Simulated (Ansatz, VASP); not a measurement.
ZnS: VASP beside Ansatz

The input INCAR:

```
ALGO = Normal
EDIFF = 1E-6
ENCUT = 520
GGA = PS
ISIF = 2
ISMEAR = 0
LASPH = T
LCHARG = F
LREAL = F
LWAVE = F
NBANDS = 46
NELM = 80
PREC = Accurate
SIGMA = 0.05
```

The input KPOINTS:

```
k-points
0
Gamma
  12 12 4
```

File POSCAR:

```
ZnS
1.0
    3.7846846186      0.0000000000      0.0000000000
   -1.8923423093      3.2776330250      0.0000000000
    0.0000000000      0.0000000000     12.3926922670
Zn S
4 4
Direct
    0.0000000000      0.0000000000     -0.0301174524
    0.0000000000      0.0000000000      0.4698825476
    0.3333333333      0.6666666667      0.2198080035
    0.6666666667      0.3333333333      0.7198080035
    0.0000000000      0.0000000000      0.1872166306
    0.0000000000      0.0000000000      0.6872166306
    0.3333333333      0.6666666667      0.4375732810
    0.6666666667      0.3333333333      0.9375732810
```

Input for Ansatz:

```yaml
crystal:
  lattice:
    - [3.7846846186, 0.0, 0.0]
    - [-1.8923423093, 3.277633025, 0.0]
    - [0.0, 0.0, 12.392692267]
  atoms:
    - { symbol: Zn, position: [0.0, 0.0, -0.0301174524] }
    - { symbol: Zn, position: [0.0, 0.0, 0.4698825476] }
    - { symbol: Zn, position: [0.3333333333, 0.6666666667, 0.2198080035] }
    - { symbol: Zn, position: [0.6666666667, 0.3333333333, 0.7198080035] }
    - { symbol: S, position: [0.0, 0.0, 0.1872166306] }
    - { symbol: S, position: [0.0, 0.0, 0.6872166306] }
    - { symbol: S, position: [0.3333333333, 0.6666666667, 0.437573281] }
    - { symbol: S, position: [0.6666666667, 0.3333333333, 0.937573281] }
basis:
  ecutwfc: 420
kpoints:
  mp_grid: { grid: [12, 12, 4] }
hamiltonian:
  xc: pbesol
scf:
  occupations: { method: gaussian, width: 0.05 }
output:
  forces: true
  stress: true
  eigenvalues: true
```

Change from the starting cell: all Zn atoms moved -0.375 Å, as atom 1 along Cartesian [0 0 1].

Alike in both runs: task single point; functional PBEsol; k mesh 12 × 12 × 4; occupations gaussian, width 0.05 eV; no spin polarisation.

|  | VASP | Ansatz |
| --- | --- | --- |
| version | VASP 6.6.1 | Ansatz 0.2.0 |
| potentials or method | VASP PAW PBE potentials, release 64 (Zn, S), cutoff 520 eV | scalar-relativistic, plane waves, PAW |
| valence electrons in the cell | 72 | 72 |

```csv
,VASP,Ansatz,Ansatz less VASP
gap on the k mesh at the Fermi level (eV),2.26,2.24,-0.012
least direct gap on the mesh (eV),2.26,2.24,-0.012
pressure (GPa),3.3,3.0,-0.22
"traceless stress, the component that is largest in VASP (GPa)",-5.46,-5.34,+0.118
rms of the force components (eV/Å),0.504,0.500,-0.0044
```

VASP's potentials were made for PBE, not for PBEsol. Atom by atom the forces differ by 0.004 eV/Å (rms over components). With one functional, cell and mesh, what is left measures potentials, basis and numerics.
